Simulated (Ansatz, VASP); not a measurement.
## TiAl in VASP and in Ansatz

Contents of POSCAR:

```
TiAl
1.0
    2.7812443657      0.0000000000      0.0000000000
   -1.3906221828      2.4086282748      0.0000000000
    0.0000000000      0.0000000000      4.7482542450
Ti Al
1 1
Direct
    0.0000000000      0.0000000000      0.0000000000
    0.3333333333      0.6666666667      0.5000000000
```

File INCAR.step1:

```
SYSTEM = TiAl
PREC = Accurate
ENCUT = 520
ISMEAR = 0
SIGMA = 0.15
LREAL = .FALSE.
LASPH = .TRUE.
NELM = 60
NBANDS = 14
GGA = PE
ALGO = Normal
EDIFF = 1E-4
LWAVE = .TRUE.
LCHARG = .FALSE.
```

File INCAR.step2:

```
SYSTEM = TiAl
PREC = Accurate
ENCUT = 520
EDIFF = 1E-7
ISMEAR = 0
SIGMA = 0.15
LREAL = .FALSE.
LASPH = .TRUE.
NELM = 60
ALGO = Normal
ISIF = 2
LWAVE = .FALSE.
LCHARG = .FALSE.
METAGGA = R2SCAN
LMIXTAU = .TRUE.
NBANDS = 14
ISTART = 1
```

KPOINTS

```
regular mesh
0
G
  18 18 10
  0 0 0
```

Input for Ansatz:

```yaml
crystal:
  lattice:
    - [2.7812443657, 0.0, 0.0]
    - [-1.3906221828, 2.4086282748, 0.0]
    - [0.0, 0.0, 4.748254245]
  atoms:
    - { symbol: Ti, position: [0.0, 0.0, 0.0] }
    - { symbol: Al, position: [0.3333333333, 0.6666666667, 0.5] }
basis:
  ecutwfc: 500
kpoints:
  mp_grid: { grid: [18, 18, 10] }
hamiltonian:
  xc: r2scan
scf:
  occupations: { method: gaussian, width: 0.15 }
output:
  forces: true
  stress: true
  eigenvalues: true
  write_density: true
  write_potential: true
  elf: true
  volumetric_format: npy
```

Change from the starting cell: strain -0.030 along x and y, +0.015 along z, atoms carried along.

Alike in both runs: task single point; functional r2SCAN; k mesh 18 × 18 × 10; occupations gaussian, width 0.15 eV; no spin polarisation.

|  | VASP | Ansatz |
| --- | --- | --- |
| version | VASP 6.6.1 | Ansatz 0.2.0 |
| potentials or method | VASP PAW PBE potentials, release 64 (Ti_sv, Al), cutoff 520 eV | scalar-relativistic, plane waves, PAW |
| valence electrons in the cell | 15 | 15 |

```csv
,VASP,Ansatz,Ansatz less VASP
gap on the k mesh at the Fermi level (eV),none,none,-
pressure (GPa),4.1,4.0,-0.11
"traceless stress, the component that is largest in VASP (GPa)",-6.28,-6.30,-0.022
```

VASP's potentials were made for PBE, not for r2SCAN. A gap of «none» marks a metal or a gap that the smearing closes.
